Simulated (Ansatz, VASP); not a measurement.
# One calculation of Rh, two programs

```
CELL_PARAMETERS angstrom
2.73098 0.00000 0.00000
-1.36549 2.36510 0.00000
0.00000 0.00000 4.49492
ATOMIC_POSITIONS crystal
Rh 0.66667 0.33333 0.75000
Rh 0.33333 0.66667 0.25000
```

Change from the starting cell: strain +0.000 along x and y, +0.015 along z, atoms carried along.

Alike in both runs: task single point; functional PBEsol; k mesh 18 × 18 × 12; occupations gaussian, width 0.15 eV; no spin polarisation.

```csv
,VASP,Ansatz
version,VASP 6.6.1,Ansatz 0.2.0
potentials or method,"VASP PAW PBE potentials, release 64 (Rh_pv), cutoff 520 eV","scalar-relativistic, plane waves, PAW"
valence electrons in the cell,30,34
```

|  | VASP | Ansatz | Ansatz less VASP |
| --- | --- | --- | --- |
| gap on the k mesh at the Fermi level (eV) | none | none | - |
| pressure (GPa) | -16.8 | -16.8 | +0.03 |
| traceless stress, the component that is largest in VASP (GPa) | -3.23 | -3.23 | -0.006 |

VASP's potentials were made for PBE, not for PBEsol. A gap of «none» marks a metal or a gap that the smearing closes. The functional is the same, so the differences come from potentials, cutoffs and numerics. VASP's potentials hold 30 valence electrons a cell and Ansatz's 34, so a difference there can come from the potentials and not from the codes.
